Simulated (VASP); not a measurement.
# Li7Si: relaxation of cell and atoms with PBE

Crystal: Li7Si.

```
Li Si
1.0
    -2.88624    2.88624    2.88624
     2.88624   -2.88624    2.88624
     2.88624    2.88624   -2.88624
Li Si
7 1
Cartesian
  2.8862 0.0000 0.0000
  0.0000 0.0000 2.8862
  0.0000 2.8862 0.0000
  1.4431 1.4431 -1.4431
  1.4431 -1.4431 1.4431
  -1.4431 1.4431 1.4431
  1.4431 1.4431 1.4431
  0.0000 0.0000 0.0000
```

```json
{
 "Program": "VASP 6.6.1",
 "Task": "relaxation of cell and atoms",
 "Functional": "PBE",
 "Potentials or basis": "VASP PAW PBE potentials, release 64 (Li_sv, Si)",
 "Cutoff": "600 eV",
 "k mesh": "4 × 4 × 4",
 "Occupations": "gaussian, width 0.1 eV",
 "Spin": "no spin polarisation",
 "Dipole correction": "no",
 "Further INCAR settings": "ALGO = Normal; EDIFF = 1e-06; IBRION = 2; EDIFFG = -0.04; NSW = 90; ISIF = 3"
}
```

```yaml
Relaxed_volume: 16.23 Å³/atom
Relaxed_cell: a = 5.526 Å, b = 5.526 Å, c = 5.526 Å, α = 109.47°, β = 109.47°, γ = 109.47°
Space_group_after_relaxing_to_0.05_Å: Im-3m (No. 229)
Energy_gained_by_relaxing: 134.5 meV/atom
Ionic_steps: 4
Pressure_after_relaxing: 0.1 GPa
```

The path:
```csv
step,energy change (eV),largest force (eV/Å),pressure (GPa),volume (Å³)
1,0.0000,0.0000,12.47,96.17
2,-0.7483,0.0000,5.72,109.79
3,-1.0651,0.0000,0.87,126.20
4,-1.0757,0.0000,0.06,129.87
```

Final structure:
```cif
data_structure
_symmetry_space_group_name_H-M 'P 1'
_symmetry_Int_Tables_number 1
_cell_length_a 5.5256
_cell_length_b 5.5256
_cell_length_c 5.5256
_cell_angle_alpha 109.471
_cell_angle_beta 109.471
_cell_angle_gamma 109.471
_cell_volume 129.87
loop_
_atom_site_label
_atom_site_type_symbol
_atom_site_fract_x
_atom_site_fract_y
_atom_site_fract_z
_atom_site_occupancy
Li1 Li 0.00000 0.50000 0.50000 1
Li2 Li 0.50000 0.50000 0.00000 1
Li3 Li 0.50000 0.00000 0.50000 1
Li4 Li 0.00000 0.00000 0.50000 1
Li5 Li 0.00000 0.50000 0.00000 1
Li6 Li 0.50000 0.00000 0.00000 1
Li7 Li 0.50000 0.50000 0.50000 1
Si1 Si 0.00000 0.00000 0.00000 1
```

Levels at points of the mesh, in eV from the Fermi level:
| k point | band 9 | band 10 | band 11 | band 12 | band 13 | band 14 | band 15 | band 16 |
| --- | --- | --- | --- | --- | --- | --- | --- | --- |
| (0.00, 0.00, 0.00) | -1.70 | -1.70 | -1.70 | -1.22 | 0.13 | 0.13 | 0.13 | 3.55 |
| (0.50, 0.00, 0.00) | -3.25 | -1.76 | -1.51 | -1.17 | -0.16 | 1.01 | 1.74 | 2.34 |
| (0.50, 0.50, 0.50) | -2.30 | -2.30 | -2.30 | -1.36 | -1.36 | 2.38 | 2.38 | 2.38 |

It took 110 s on 1 thread of Intel Xeon 8259CL, on a shared host, peak memory 0.24 GiB.

Caveat: the k points lie up to 0.35 Å⁻¹ apart in the final cell; the cutoff is under 1.25 times the usual one of these potentials, so pressure, stress and relaxed cells hold a basis-set (Pulay) error; the volume moved by over 15 % at a fixed basis, so the end points are rough.
